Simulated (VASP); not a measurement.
**NiO2: single point with LDA**

The system is NiO2.

```
CELL_PARAMETERS angstrom
2.68727 0.00000 0.00000
-1.34364 2.32725 0.00000
0.00000 0.00000 4.44582
ATOMIC_POSITIONS crystal
Ni 0.00000 0.00000 0.50000
O 0.66667 0.33333 0.70674
O 0.33333 0.66667 0.29326
```

This cell differs from its parent crystal: c/a of the conventional cell at fixed volume 1.6544.

- Program: VASP 6.6.1
- Task: single point
- Functional: LDA
- Potentials or basis: VASP PAW LDA potentials, release 64 (Ni, O)
- Cutoff: 520 eV
- k mesh: 12 × 12 × 6
- Occupations: gaussian, width 0.05 eV
- Spin: no spin polarisation
- Dipole correction: no
- Further INCAR settings: ALGO = Normal; EDIFF = 1e-07; NBANDS = 18

```
Pressure               : 17.1 GPa
Largest force          : 0.967 eV/Å
Band gap on the k mesh : 0.95 eV, indirect (least direct gap 1.22 eV)
```

Forces in eV/Å, atoms in the order of the input:
```
Ni   0.000  0.000  0.000
O    0.000  0.000  0.967
O    0.000  0.000 -0.967
```

Stress tensor (GPa, compression positive):
```
21.16  0.00  0.00
 0.00 21.16  0.00
 0.00  0.00  9.06
```

Levels at points of the mesh, in eV from the valence-band top:
| k point | band 7 | band 8 | band 9 | band 10 | band 11 | band 12 | band 13 | band 14 | band 15 | band 16 |
| --- | --- | --- | --- | --- | --- | --- | --- | --- | --- | --- |
| (0.00, 0.00, 0.00) | -2.60 | -1.28 | -1.28 | -1.01 | -0.56 | 2.40 | 2.40 | 8.42 | 11.50 | 15.76 |
| (0.50, 0.00, 0.00) | -3.22 | -2.66 | -2.08 | -1.98 | -1.17 | 1.72 | 2.34 | 12.94 | 13.82 | 14.49 |
| (0.00, 0.00, 0.50) | -2.60 | -2.60 | -1.33 | -1.33 | -0.08 | 2.45 | 2.45 | 10.47 | 10.97 | 14.13 |
| (0.50, 0.00, 0.50) | -3.11 | -2.08 | -2.04 | -1.86 | -1.30 | 1.75 | 2.23 | 11.84 | 13.58 | 15.40 |

Run time: 61 s on 1 thread of Intel(R) Xeon(R) Platinum 8375C CPU @ 2.90GHz (Ice Lake) (shared host), peak memory 0.16 GiB.

 A k mesh can miss the band edges.
